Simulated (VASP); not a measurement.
Li16H (a cell with a defect): single point with PBEsol

Li16H (a cell with a defect):

```
CELL_PARAMETERS angstrom
6.98000 0.00000 0.00000
0.00000 6.98000 0.00000
0.00000 0.00000 6.98000
ATOMIC_POSITIONS crystal
Li 0.97999 0.04486 0.03723
Li 0.50872 0.02242 0.00792
Li 0.91410 0.50576 0.04964
Li 0.01013 0.91731 0.52355
Li 0.22871 0.28791 0.23520
Li 0.50315 0.47029 0.99718
Li 0.48345 0.02787 0.49010
Li 0.73433 0.25986 0.29053
Li 0.03521 0.49219 0.50110
Li 0.27000 0.79064 0.18179
Li 0.25056 0.23172 0.71456
Li 0.50735 0.52102 0.48937
Li 0.69297 0.76504 0.21777
Li 0.75394 0.23232 0.75663
Li 0.28092 0.79709 0.76521
Li 0.71332 0.74636 0.78087
H 0.72241 0.28911 0.04301
```

| Quantity | Value |
| --- | --- |
| Program | VASP 6.6.1 |
| Task | single point |
| Functional | PBEsol |
| Potentials or basis | VASP PAW PBE potentials, release 64 (Li_sv, H) |
| Cutoff | 520 eV |
| k mesh | 2 × 2 × 2 |
| Occupations | fermi-dirac, width 0.1 eV |
| Spin | no spin polarisation |
| Dipole correction | no |
| Further INCAR settings | LREAL = Auto; ALGO = Normal; EDIFF = 1e-06; NBANDS = 38 |

```json
{
  "Largest force": "0.609 eV/Å",
  "Band gap on the k mesh": "zero (an odd number of electrons rules out a gap without spin polarisation)"
}
```

Forces in eV/Å, atoms in the order of the input:
```
Li  -0.114 -0.084 -0.144
Li   0.174  0.578 -0.079
Li   0.320 -0.116 -0.272
Li  -0.273  0.342 -0.376
Li   0.228 -0.230  0.064
Li  -0.048 -0.199 -0.022
Li   0.037 -0.199 -0.110
Li   0.060 -0.142  0.259
Li  -0.276  0.268  0.091
Li  -0.209 -0.341  0.399
Li  -0.086  0.096  0.344
Li  -0.143  0.090  0.098
Li   0.173  0.079  0.407
Li  -0.012  0.137 -0.071
Li  -0.009 -0.379  0.189
Li   0.114  0.168 -0.196
H    0.062 -0.067 -0.580
```

Levels at points of the mesh, in eV from the Fermi level:
| k point | band 22 | band 23 | band 24 | band 25 | band 26 | band 27 |
| --- | --- | --- | --- | --- | --- | --- |
| (0.00, 0.00, 0.00) | -0.96 | -0.85 | -0.15 | 0.34 | 0.36 | 0.40 |
| (0.50, 0.00, 0.00) | -0.59 | -0.54 | -0.46 | -0.35 | -0.25 | 0.59 |
| (0.00, 0.50, 0.00) | -0.55 | -0.51 | -0.45 | -0.38 | -0.27 | 0.59 |
| (0.00, 0.00, 0.50) | -0.52 | -0.44 | -0.43 | -0.40 | -0.34 | 0.92 |
| (0.50, 0.50, 0.00) | -0.13 | -0.12 | 0.01 | 0.08 | 0.18 | 0.28 |
| (0.00, 0.50, 0.50) | -0.15 | -0.07 | -0.01 | 0.09 | 0.18 | 0.25 |
| (0.50, 0.00, 0.50) | -0.23 | -0.08 | 0.07 | 0.14 | 0.21 | 0.24 |
| (0.50, 0.50, 0.50) | -1.56 | -1.50 | -1.43 | 0.64 | 1.95 | 2.12 |

Wall time 95 s on 1 thread of Intel(R) Xeon(R) Platinum 8488C (Sapphire Rapids), with other jobs on the host, peak memory 0.38 GiB.

Caveat: the k points lie up to 0.45 Å⁻¹ apart, too coarse for converged energies and pressures of a metal; the PAW data sets were made with another functional, which shifts forces and pressure a little.
